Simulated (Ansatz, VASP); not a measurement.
# Two plane-wave programs on SrO

```
Sr O
1.0
     0.00000    2.47670    2.47670
     2.47670    0.00000    2.47670
     2.47670    2.47670    0.00000
Sr O
1 1
Direct
  0.00000 0.00000 0.00000
  0.50000 0.50000 0.50000
```

Change from the starting cell: hydrostatic strain -4.0%.

Alike in both runs: task single point; functional HSE06; k mesh 6 × 6 × 6; no spin polarisation.

|  | VASP | Ansatz |
| --- | --- | --- |
| version | VASP 6.6.1 | Ansatz 0.2.0 |
| potentials or method | VASP PAW PBE potentials, release 64 (Sr_sv, O) | plane waves, PAW |
| plane-wave cutoff (eV) | 520 | 420 |
| occupations | gaussian, width 0.01 eV | fixed |
| valence electrons in the cell | 16 | 16 |

|  | VASP | Ansatz | Ansatz less VASP |
| --- | --- | --- | --- |
| gap on the k mesh at the Fermi level (eV) | 4.67 | 4.72 | +0.047 |
| pressure (GPa) | 15.3 | 14.3 | -0.93 |

Ansatz's warnings: stress exchange threshold loose, stress scf threshold loose.
